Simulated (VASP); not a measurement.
# BP (I-4m2) in VASP: notebook, part 2 of 2

VASP 6.6.1. The steps go on from the part before.

## 3. Electric field gradients, PBE (equal xx and yy strain of +2 %)

Input file INCAR:

```
PREC = Accurate
ENCUT = 520
EDIFF = 1E-8
ISMEAR = -1
SIGMA = 0.05
LREAL = F
LASPH = T
NELM = 80
ALGO = Normal
ISIF = 2
LWAVE = F
LCHARG = F
GGA = PE
LEFG = T
NBANDS = 11
```

Input file KPOINTS:

```
Automatic mesh
0
Gamma
  15 15 15
```

Input file POSCAR:

```
BP
1.0
    0.0000000000      2.3143800000      2.2690000000
    2.3143800000      0.0000000000      2.2690000000
    2.3143800000      2.3143800000      0.0000000000
B P
1 1
Direct
    0.0000000000      0.0000000000      0.0000000000
    0.7500000000      0.7500000000      0.7500000000
```

Potentials or basis: VASP PAW PBE potentials, release 64 (B, P).

Launch:

```sh
cat potpaw_PBE.64/B/POTCAR potpaw_PBE.64/P/POTCAR > POTCAR
mpirun -np 1 vasp_std > vasp.out
```

OUTCAR:

```text
PREC = Accurate
   ENCUT = 520
   EDIFF = 1E-8
   ISMEAR = -1
   LREAL = F
   LASPH = T
   NELM = 80
   ISIF = 2
   GGA = PE

 ion  position               nearest neighbor table
   1  0.000  0.000  0.000-   2 1.99   2 1.99   2 1.99   2 1.99
   2  0.750  0.750  0.750-   1 1.99   1 1.99   1 1.99   1 1.99

  LATTYP: Found a body centered tetragonal cell.
 ALAT       =     3.2730275845
 C/A-ratio  =     1.3864838847

  Lattice vectors:

 A1 = (   0.0000000000,  -2.3143800000,  -2.2690000000)
 A2 = (   0.0000000000,   2.3143800000,  -2.2690000000)
 A3 = (   2.3143800000,   0.0000000000,   2.2690000000)

Analysis of symmetry for initial positions (statically):
=====================================================================
 Subroutine PRICEL returns:
 Original cell was already a primitive cell.

 Routine SETGRP: Setting up the symmetry group for a
 body centered tetragonal supercell.

 Subroutine GETGRP returns: Found  8 space group operations
 (whereof  8 operations were pure point group operations)
 out of a pool of 16 trial point group operations.

The static configuration has the point symmetry D_2d.

Analysis of symmetry for dynamics (positions and initial velocities):
=====================================================================
 Subroutine PRICEL returns:
 Original cell was already a primitive cell.

 Routine SETGRP: Setting up the symmetry group for a
 body centered tetragonal supercell.

 Subroutine GETGRP returns: Found  8 space group operations
 (whereof  8 operations were pure point group operations)
 out of a pool of 16 trial point group operations.

The dynamic configuration has the point symmetry D_2d.

 Subroutine INISYM returns: Found  8 space group operations
 (whereof  8 operations are pure point group operations),
 and found     1 'primitive' translations

----------------------------------------------------------------------------------------

                                     Primitive cell

  volume of cell :      24.3071

  direct lattice vectors                    reciprocal lattice vectors
     0.000000000  2.314380000  2.269000000    -0.216040581  0.216040581  0.220361393
     2.314380000  0.000000000  2.269000000     0.216040581 -0.216040581  0.220361393
     2.314380000  2.314380000  0.000000000     0.216040581  0.216040581 -0.220361393

  length of vectors
     3.241097929  3.241097929  3.273027584     0.376704405  0.376704405  0.376704405

  position of ions in fractional coordinates (direct lattice)
     0.000000000  0.000000000  0.000000000
     0.750000000  0.750000000  0.750000000

  ion indices of the primitive-cell ions
   primitive index   ion index
                 1           1
                 2           2

----------------------------------------------------------------------------------------

 KPOINTS: Automatic mesh

Automatic generation of k-mesh.
 Grid dimensions read from file:
 generate k-points for:   15   15   15

 Generating k-lattice:

  Cartesian coordinates                     Fractional coordinates (reciprocal lattice)
[... 73 lines left out ...]
   EMIN   =  10.00;   EMAX   =-10.00  energy-range for DOS
   EFERMI =   0.00;   METHOD = LEGACY
   ISMEAR =    -1;   SIGMA  =   0.05  broadening in eV -4-tet -1-fermi 0-gaus
   EFERMI_NEDOS =   21; number of points for ismear=-14 and -15
   IALGO  =     38    algorithm
   IMIX   =      4    mixing-type and parameters
     AMIX     =   0.40;   BMIX     =  1.00
     AMIX_MAG =   1.60;   BMIX_MAG =  1.00
  volume/ion in A,a.u.               =      12.15        82.02
  Fermi-wavevector in a.u.,A,eV,Ry     =   1.130300  2.135956 17.382491  1.277577
  Thomas-Fermi vector in A             =   2.266996
   LORBIT       =      0    0 simple, 1 ext, 2 COOP (PROOUT), +10 PAW based schemes
   GGA     = PE    functional components
   LHFCALC =     F    Hartree Fock is set to
   AEXX    =    0.0000 exact exchange contribution
   IVDW    =     0    specifies the selected vdW correction
   LEPSILON=     F    determine dielectric tensor
   LRPA    =     F    only Hartree local field effects (RPA)
 non-spin polarized calculation
  energy-cutoff  :      520.00
  volume of cell :       24.31
 maximum number of plane-waves:       672
   NGX = 13   NGY = 13   NGZ = 13

 number of electron       7.9999999 magnetization

 Free energy of the ion-electron system (eV)
  ---------------------------------------------------
  ext. energy  EPLUGINS =         0.00000000
  ---------------------------------------------------
  free energy    TOTEN  =       -12.91298414 eV

  energy without entropy =      -12.91298407  energy(sigma->0) =      -12.91298411

 E-fermi :   7.5797     XC(G=0): -10.7380

 val. band max:        7.0948469931   @ k =   0.0000   0.0000   0.0000
 cond. band min:       8.0966842366   @ k =   0.4000   0.4000   0.0000
 fundamental gap:      1.0018372435
 Fermi energy:         7.5796628825

 k-point     1 :       0.0000    0.0000    0.0000
  band No.  band energies     occupation
      1      -8.1404      2.00000
      2       6.9092      2.00000
      3       6.9092      2.00000
      4       7.0948      1.99988
      5      10.2427      0.00000
      6      10.3565      0.00000
      7      10.3565      0.00000
      8      13.7440      0.00000
      9      18.2243      0.00000
     10      18.7379      0.00000
     11      19.2299      0.00000
[... 309 lines left out ...]
 k-point    24 :       0.2000    0.1333    0.0000
  band No.  band energies     occupation
      1      -7.4312      2.00000
      2       4.3979      2.00000
      3       5.2437      2.00000
      4       5.6676      2.00000
      5       9.5427      0.00000
      6      12.4871      0.00000
      7      12.6548      0.00000
      8      13.9142      0.00000
      9      17.6105      0.00000
     10      19.2712      0.00000
     11      20.2637      0.00000

 [... further k-points ...]
[... 5 lines left out ...]
  --------------------------------------------------------------------------------------
  -------------------------------------------------------------------------------------
  Total       -1.0392948     -1.0392948     -0.2810432      0.0000000      0.0000000     -0.0000000
  in kB      -68.5039364    -68.5039364    -18.5246393      0.0000000      0.0000000     -0.0000000
  external PRESSURE =     -51.8441707 kB  Pullay stress =       0.0000000 kB

 VOLUME and BASIS-vectors are now :
 -----------------------------------------------------------------------------
  energy-cutoff  :      520.00
  volume of cell :       24.31
      direct lattice vectors                 reciprocal lattice vectors
     0.000000000  2.314380000  2.269000000    -0.216040581  0.216040581  0.220361393
     2.314380000  0.000000000  2.269000000     0.216040581 -0.216040581  0.220361393
     2.314380000  2.314380000  0.000000000     0.216040581  0.216040581 -0.220361393

 POSITION                                       TOTAL-FORCE (eV/Angst)
 -----------------------------------------------------------------------------------
      0.00000      0.00000      0.00000         0.000000      0.000000     -0.000000
      3.47157      3.47157      3.40350        -0.000000     -0.000000      0.000000
 -----------------------------------------------------------------------------------
    total drift:                               -0.000000     -0.000000      0.000000

  FREE ENERGIE OF THE ION-ELECTRON SYSTEM (eV)
  ---------------------------------------------------
  free  energy   TOTEN  =       -12.9129841378 eV

  energy  without entropy=      -12.9129840749  energy(sigma->0) =      -12.91298411

 Electric field gradients (V/A^2)
---------------------------------------------------------------------
 ion       V_xx      V_yy      V_zz      V_xy      V_xz      V_yz
---------------------------------------------------------------------
   1       0.031     0.031    -0.063     0.000     0.000     0.000
   2       0.465     0.465    -0.931     0.000     0.000     0.000
---------------------------------------------------------------------

 Electric field gradients after diagonalization (V/A^2)
 (convention: |V_zz| > |V_xx| > |V_yy|)
----------------------------------------------------------------------
 ion       V_xx      V_yy      V_zz     asymmetry (V_yy - V_xx)/ V_zz
----------------------------------------------------------------------
   1       0.032     0.031    -0.063       0.001
   2       0.465     0.465    -0.931       0.000
----------------------------------------------------------------------

           NMR quadrupolar parameters

 Cq : quadrupolar parameter    Cq=e*Q*V_zz/h
 eta: asymmetry parameters     (V_yy - V_xx)/ V_zz
 Q  : nuclear electric quadrupole moment in mb (millibarn)
----------------------------------------------------------------------
 ion       Cq(MHz)       eta       Q (mb)
----------------------------------------------------------------------
   1      -0.000       0.001       1.000
   2      -0.002       0.000       1.000
----------------------------------------------------------------------
```

OSZICAR:

```text
N       E                     dE             d eps       ncg     rms          rms(c)
DAV:   1     0.888832789017E+01    0.88883E+01   -0.39138E+03  6360   0.652E+02
DAV:   2    -0.129393086854E+02   -0.21828E+02   -0.20912E+02  8519   0.107E+02
DAV:   3    -0.135360129096E+02   -0.59670E+00   -0.59557E+00  7999   0.157E+01
DAV:   4    -0.135383884558E+02   -0.23755E-02   -0.23753E-02  7272   0.117E+00
DAV:   5    -0.135384020823E+02   -0.13627E-04   -0.13626E-04  7851   0.878E-02    0.680E+00
DAV:   6    -0.129988535279E+02    0.53955E+00   -0.12799E+00  7170   0.477E+00    0.367E+00
DAV:   7    -0.129198046593E+02    0.79049E-01   -0.19658E-01  7914   0.221E+00    0.128E+00
DAV:   8    -0.129124455325E+02    0.73591E-02   -0.25048E-02  7408   0.891E-01    0.179E-01
DAV:   9    -0.129127743387E+02   -0.32881E-03   -0.72228E-04  7414   0.177E-01    0.108E-01
DAV:  10    -0.129129724886E+02   -0.19815E-03   -0.25175E-04  7180   0.991E-02    0.272E-02
DAV:  11    -0.129129831109E+02   -0.10622E-04   -0.11054E-05  8144   0.221E-02    0.299E-02
DAV:  12    -0.129129841992E+02   -0.10883E-05   -0.44665E-06  7140   0.104E-02    0.115E-02
DAV:  13    -0.129129840815E+02    0.11764E-06   -0.11323E-07  7734   0.223E-03    0.503E-03
DAV:  14    -0.129129841541E+02   -0.72562E-07   -0.34745E-08  7322   0.102E-03    0.212E-04
DAV:  15    -0.129129841377E+02    0.16418E-07   -0.24065E-09  3930   0.321E-04    0.744E-04
DAV:  16    -0.129129841378E+02   -0.13881E-09   -0.57574E-10  3366   0.123E-04
   1 F= -.12912984E+02 E0= -.12912984E+02  d E =-.629163E-07
```

stdout:

```text
POSCAR found type information on POSCAR B P
 POSCAR found :  2 types and       2 ions
 scaLAPACK will be used
 LDA part: xc-table for (Slater+PW92), standard interpolation
 POSCAR, INCAR and KPOINTS ok, starting setup
 FFT: planning ... GRIDC
 FFT: planning ... GRID_SOFT
 FFT: planning ... GRID
 WAVECAR not read
 entering main loop
ion   1

ion   2
```

It took 27 s on 1 thread of Intel Xeon Platinum 8488C (Sapphire Rapids), shared host; peak memory 0.19 GiB.

What came out:

* Free energy: -12.9130 eV
* Pressure: -5.2 GPa
* Band gap on the k mesh: 1.00 eV, indirect (least direct gap 3.15 eV)

Stress tensor (GPa, compression positive):
```
-6.85  0.00  0.00
 0.00 -6.85  0.00
 0.00  0.00 -1.85
```

Levels at points of the mesh, in eV from the valence-band top:
```tsv
k point	band 2	band 3	band 4	band 5	band 6	band 7
(0.00, 0.00, 0.00)	-0.19	-0.19	0.00	3.15	3.26	3.26
```

Electric field gradients, principal values (V/Å²):
| atom | least | middle | greatest (by size) |
| --- | --- | --- | --- |
| 1 B | 0.031 | 0.032 | -0.063 |
| 2 P | 0.465 | 0.465 | -0.931 |

Caveat: the cell differs from its parent crystal (equal xx and yy strain of +2 %); without QUAD_EFG the Cq values of the log hold for a quadrupole moment of 1 mb, not for the nuclei.
